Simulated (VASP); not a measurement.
# CuO in VASP: notebook

The runs below take CuO through relaxation of shape and atoms at fixed volume, with PBE.

Program: VASP 6.6.1. These are calculated values, not measurements. Logs are shortened: lines on timing, memory, paths and dates and some standing lists are left out, and cuts for length are marked.

**1. The cell of the first run**

The typed cell holds 4 atoms: a = 3.064 Å, b = 3.064 Å, c = 5.247 Å, α = 90.00°, β = 90.00°, γ = 89.96°.

**2. Relaxation of shape and atoms at fixed volume, PBE (12.32 Å³/atom)**

Input file INCAR:

```
SYSTEM = CuO
PREC = Accurate ; ENCUT = 600
EDIFF = 1E-6 ; ISMEAR = 0
SIGMA = 0.1 ; LREAL = .FALSE.
LASPH = .TRUE. ; NELM = 100
ALGO = Fast ; ISIF = 4
LWAVE = .FALSE. ; LCHARG = .FALSE.
GGA = PE ; IBRION = 2
NSW = 50 ; EDIFFG = -0.01
```

Input file KPOINTS:

```
Automatic mesh
0
G
  14 14 8
  0 0 0
```

Input file POSCAR:

```
CuO
1.0
    2.1609688220     -2.1661789348      0.1694000902
    2.1609688220      2.1661789348      0.1694000902
   -0.4105295403      0.0000000000      5.2304751419
Cu O
2 2
Direct
    0.0000000000      0.5000000000      0.0000000000
    0.5000000000      0.0000000000      0.5000000000
    0.5000253449      0.4999746551      0.2500000000
    0.4999746551      0.5000253449      0.7500000000
```

Potentials or basis: VASP PAW PBE potentials, release 64 (Cu, O).

Run with:

```console
$ cat potpaw_PBE.64/Cu/POTCAR potpaw_PBE.64/O/POTCAR > POTCAR
$ mpirun -np 1 vasp_std > vasp.out
```

OUTCAR:

```text
SYSTEM = CuO
   PREC = Accurate
   ENCUT = 600
   EDIFF = 1E-6
   ISMEAR = 0
   LREAL = .FALSE.
   LASPH = .TRUE.
   NELM = 100
   ISIF = 4
   GGA = PE
   IBRION = 2
   NSW = 50
   EDIFFG = -0.01

 ion  position               nearest neighbor table
   1  0.000  0.500  0.000-   3 2.02   4 2.02   4 2.02   3 2.02
   2  0.500  0.000  0.500-   4 2.02   3 2.02   4 2.02   3 2.02
   3  0.500  0.500  0.250-   2 2.02   1 2.02   2 2.02   1 2.02
   4  0.500  0.500  0.750-   1 2.02   2 2.02   2 2.02   1 2.02

  LATTYP: Found a base centered monoclinic cell.
 ALAT       =     4.3351967154
 B/A-ratio  =     0.9993451633
 C/A-ratio  =     1.2102244885
 COS(beta)  =    -0.0000965999

  Lattice vectors:

 A1 = (   2.1609688220,  -2.1661789348,   0.1694000902)
 A2 = (   2.1609688220,   2.1661789348,   0.1694000902)
 A3 = (  -0.4105295403,   0.0000000000,   5.2304751419)

Analysis of symmetry for initial positions (statically):
=====================================================================
 Subroutine PRICEL returns:
 Original cell was already a primitive cell.

 Routine SETGRP: Setting up the symmetry group for a
 base centered monoclinic supercell.

 Subroutine GETGRP returns: Found  4 space group operations
 (whereof  2 operations were pure point group operations)
 out of a pool of  4 trial point group operations.

The static configuration has the point symmetry S_2 .
 The point group associated with its full space group is C_2h.

Analysis of symmetry for dynamics (positions and initial velocities):
=====================================================================
 Subroutine PRICEL returns:
 Original cell was already a primitive cell.

 Routine SETGRP: Setting up the symmetry group for a
 base centered monoclinic supercell.

 Subroutine GETGRP returns: Found  4 space group operations
 (whereof  2 operations were pure point group operations)
 out of a pool of  4 trial point group operations.

The dynamic configuration has the point symmetry S_2 .
 The point group associated with its full space group is C_2h.

 Subroutine INISYM returns: Found  4 space group operations
 (whereof  2 operations are pure point group operations),
 and found     1 'primitive' translations

----------------------------------------------------------------------------------------

                                     Primitive cell

  volume of cell :      49.2695

[... 99 lines left out ...]
   ISYM   =      2    0-nonsym 1-usesym 2-fastsym
   POTIM  = 0.5000    time-step for ionic-motion
   TEBEG  =    0.0;   TEEND  =   0.0 temperature during run
   PSTRESS=    0.0 pullay stress
   NELECT =      34.0000    total number of electrons
   NUPDOWN=      -1.0000    fix difference up-down
   EMIN   =  10.00;   EMAX   =-10.00  energy-range for DOS
   EFERMI =   0.00;   METHOD = LEGACY
   ISMEAR =     0;   SIGMA  =   0.10  broadening in eV -4-tet -1-fermi 0-gaus
   EFERMI_NEDOS =   21; number of points for ismear=-14 and -15
   IALGO  =     68    algorithm
   IMIX   =      4    mixing-type and parameters
     AMIX     =   0.40;   BMIX     =  1.00
     AMIX_MAG =   1.60;   BMIX_MAG =  1.00
  volume/ion in A,a.u.               =      12.32        83.12
  Fermi-wavevector in a.u.,A,eV,Ry     =   1.446689  2.733846 28.475756  2.092909
  Thomas-Fermi vector in A             =   2.564729
   LORBIT       =      0    0 simple, 1 ext, 2 COOP (PROOUT), +10 PAW based schemes
   GGA     = PE    functional components
   LHFCALC =     F    Hartree Fock is set to
   AEXX    =    0.0000 exact exchange contribution
   IVDW    =     0    specifies the selected vdW correction
   LEPSILON=     F    determine dielectric tensor
   LRPA    =     F    only Hartree local field effects (RPA)
 conjugate gradient relaxation of ions
 non-spin polarized calculation
 RMM-DIIS sequential band-by-band and
 Gauss-broadening in eV      SIGMA  =   0.10
  energy-cutoff  :      600.00
  volume of cell :       49.27
 maximum number of plane-waves:      1688
   NGX = 13   NGY = 13   NGZ = 21

--------------------------------------- Ionic step        1  -------------------------------------------

 number of electron      33.9999987 magnetization

 Free energy of the ion-electron system (eV)
  ---------------------------------------------------
  ext. energy  EPLUGINS =         0.00000000
  ---------------------------------------------------
  free energy    TOTEN  =       -19.59649286 eV

  energy without entropy =      -19.58390095  energy(sigma->0) =      -19.59019691

------------------------ aborting loop because EDIFF is reached ----------------------------------------

  FORCE on cell =-STRESS in cart. coord.  units (eV):
  Direction    XX          YY          ZZ          XY          YZ          ZX
  --------------------------------------------------------------------------------------
  -------------------------------------------------------------------------------------
  Total       -3.1219367     -3.1136699     -3.5456353      0.0000000      0.0000000      0.0338923
  in kB     -101.5212121   -101.2523860   -115.2993237      0.0000000      0.0000000      1.1021325
  external PRESSURE =    -106.0243073 kB  Pullay stress =       0.0000000 kB
[... 63 lines left out ...]
--------------------------------------- Ionic step        3  -------------------------------------------

 number of electron      33.9999990 magnetization

 Free energy of the ion-electron system (eV)
  ---------------------------------------------------
  ext. energy  EPLUGINS =         0.00000000
  ---------------------------------------------------
  free energy    TOTEN  =       -19.59794774 eV

  energy without entropy =      -19.58564254  energy(sigma->0) =      -19.59179514

 E-fermi :   3.6612     XC(G=0): -10.7296

 val. band max:        3.6550191033   @ k =  -0.0714  -0.4286   0.1250
 cond. band min:       3.6620876079   @ k =   0.0714   0.0714   0.5000
 fundamental gap:      0.0070685046
 Fermi energy:         3.6612397549

 k-point     1 :       0.0000    0.0000    0.0000
  band No.  band energies     occupation
      1     -15.3308      2.00000
      2     -14.1776      2.00000
      3      -3.4895      2.00000
      4      -1.1690      2.00000
      5      -1.1680      2.00000
      6       0.4441      2.00000
[... 565 lines left out ...]
     20       9.1565      0.00000
     21      12.1438      0.00000

 [... further k-points ...]

------------------------ aborting loop because EDIFF is reached ----------------------------------------

  FORCE on cell =-STRESS in cart. coord.  units (eV):
  Direction    XX          YY          ZZ          XY          YZ          ZX
  --------------------------------------------------------------------------------------
  -------------------------------------------------------------------------------------
  Total       -3.1863923     -3.1815507     -3.2085211      0.0000000      0.0000000      0.0020449
  in kB     -103.6172215   -103.4597799   -104.3368220      0.0000000      0.0000000      0.0664960
  external PRESSURE =    -103.8046078 kB  Pullay stress =       0.0000000 kB
[... 19 lines left out ...]
  FREE ENERGIE OF THE ION-ELECTRON SYSTEM (eV)
  ---------------------------------------------------
  free  energy   TOTEN  =       -19.5979477431 eV

  energy  without entropy=      -19.5856425442  energy(sigma->0) =      -19.59179514

 reached required accuracy - stopping structural energy minimisation
```

CONTCAR:

```text
CuO
   1.00000000000000
     2.1676458572135879   -2.1731372780557217    0.1699456720838482
     2.1676458572135879    2.1731372780557217    0.1699456720838482
    -0.4079060273541189    0.0000000000000000    5.1976669631215113
  Cu              O
     2     2
Direct
     0.0000000000000000    0.5000000000000000    0.0000000000000000
     0.5000000000000000    0.0000000000000000    0.5000000000000000
     0.5000222209646438    0.4999777790353562    0.2500000000000000
     0.4999777790353562    0.5000222209646438    0.7500000000000000

  0.00000000E+00  0.00000000E+00  0.00000000E+00
  0.00000000E+00  0.00000000E+00  0.00000000E+00
  0.00000000E+00  0.00000000E+00  0.00000000E+00
  0.00000000E+00  0.00000000E+00  0.00000000E+00
```

It took 8.7 min on 1 thread of Oxide Virtual Turin-like, shared host; peak memory 0.52 GiB.

What came out:

```
Free energy               : -19.5979 eV
Energy gained by relaxing : 0.4 meV/atom
Ionic steps               : 3
Pressure after relaxing   : -10.4 GPa
Band gap on the k mesh    : zero (bands 17 and 18 overlap by 1.19 eV)
```

Step by step:
```csv
step,energy change (eV),largest force (eV/Å),pressure (GPa),volume (Å³)
1,0.0000,0.0002,-10.60,49.27
2,-0.0011,0.0002,-10.42,49.27
3,-0.0015,0.0001,-10.38,49.27
```

Final structure:
```cif
data_structure
_symmetry_space_group_name_H-M 'P 1'
_symmetry_Int_Tables_number 1
_cell_length_a 3.0741
_cell_length_b 3.0741
_cell_length_c 5.2136
_cell_angle_alpha 90.003
_cell_angle_beta 90.003
_cell_angle_gamma 89.969
_cell_volume 49.27
loop_
_atom_site_label
_atom_site_type_symbol
_atom_site_fract_x
_atom_site_fract_y
_atom_site_fract_z
_atom_site_occupancy
Cu1 Cu 0.00000 0.50000 0.00000 1
Cu2 Cu 0.50000 0.00000 0.50000 1
O1 O 0.50002 0.49998 0.25000 1
O2 O 0.49998 0.50002 0.75000 1
```

Levels at points of the mesh, in eV from the Fermi level:
| k point | band 14 | band 15 | band 16 | band 17 | band 18 | band 19 | band 20 | band 21 |
| --- | --- | --- | --- | --- | --- | --- | --- | --- |
| (0.00, 0.00, 0.00) | -2.04 | -1.89 | -1.63 | 0.62 | 0.62 | 1.16 | 5.94 | 6.90 |
| (0.50, 0.00, 0.00) | -1.66 | -1.42 | -1.34 | 0.19 | 0.45 | 4.06 | 5.45 | 5.90 |
| (0.50, 0.50, 0.00) | -2.10 | -1.57 | -1.13 | -1.13 | 0.98 | 2.39 | 7.25 | 9.11 |
| (0.00, 0.00, 0.50) | -1.98 | -1.41 | -1.41 | 0.13 | 0.13 | 3.20 | 3.20 | 11.26 |
| (0.50, 0.00, 0.50) | -2.08 | -1.82 | -1.67 | -0.27 | 0.62 | 4.44 | 5.53 | 7.76 |
| (0.50, 0.50, 0.50) | -1.63 | -1.32 | -1.32 | -0.57 | -0.57 | 4.14 | 4.14 | 9.42 |

Caveat: semilocal functionals often make such compounds metallic where correlation or magnetic order opens a gap, which also shifts bond lengths. With open d or f shells a metallic result of PBE can be an artefact of self-interaction; +U or a hybrid may open a gap.

(Part 1 of 2 ends here.)
